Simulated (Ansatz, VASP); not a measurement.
Ta in VASP and in Ansatz

```xyz
2
Lattice="2.6575 0.0000 0.0000 -1.3287 2.3015 0.0000 0.0000 0.0000 6.1537" Properties=species:S:1:pos:R:3 pbc="T T T"
Ta    1.3287    0.7672    4.6153
Ta    0.0000    1.5343    1.5384
```

Alike in both runs: task single point; functional r2SCAN; k mesh 24 × 24 × 10; occupations gaussian, width 0.15 eV; no spin polarisation.

```csv
,VASP,Ansatz
version,VASP 6.6.1,Ansatz 0.2.0
potentials or method,"VASP PAW PBE potentials, release 64 (Ta_pv), cutoff 520 eV","scalar-relativistic, plane waves, PAW"
valence electrons in the cell,22,26
```

Ansatz gave:

* gap on the k mesh at the Fermi level (eV): none
* pressure (GPa): 12.5
* traceless stress, the component that is largest in VASP (GPa): -42.57

Estimate VASP's values.

gap on the k mesh at the Fermi level (eV): none; pressure (GPa): 13.3; traceless stress, the component that is largest in VASP (GPa): -42.85.

VASP's potentials were made for PBE, not for r2SCAN. A gap of «none» marks a metal or a gap that the smearing closes. VASP's potentials hold 22 valence electrons a cell and Ansatz's 26, so a difference there can come from the potentials and not from the codes.

Spin-orbit coupling is off throughout.
